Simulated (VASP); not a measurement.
The system is CdS.

```xyz
2
Lattice="0.0000 2.7532 2.7532 2.7532 0.0000 2.7532 2.7532 2.7532 0.0000" Properties=species:S:1:pos:R:3 pbc="T T T"
Cd    0.0000    0.0000    0.0000
S     2.7532    2.7532    2.7532
```

- Program: VASP 6.6.1
- Task: relaxation of cell and atoms
- Functional: PBE
- Dispersion: D4
- Potentials or basis: VASP PAW PBE potentials, release 64 (Cd_sv_GW, S)
- Cutoff: 540 eV
- k mesh: 8 × 8 × 8
- Occupations: fermi-dirac, width 0.05 eV
- Spin: no spin polarisation

At the start: pressure -4.5 GPa; volume 20.87 Å³/atom.

**Question.** How do energy, volume and symmetry change on relaxing?

**Answer.** Over 3 steps the energy falls by 17.1 meV/atom and the volume is 19.71 Å³/atom (-5.6 %); space group Fm-3m (No. 225, to 0.05 Å).

Step by step:
```
step  energy change (eV)  largest force (eV/Å)  pressure (GPa)  volume (Å³)
   1              0.0000                0.0000           -4.48        41.74
   2             -0.0250                0.0000            2.74        38.31
   3             -0.0343                0.0000            0.00        39.42
```

Final structure:
```xyz
2
Lattice="0.0000 2.7013 2.7013 2.7013 0.0000 2.7013 2.7013 2.7013 0.0000" Properties=species:S:1:pos:R:3 pbc="T T T"
Cd    0.0000    0.0000    0.0000
S     2.7013    2.7013    2.7013
```
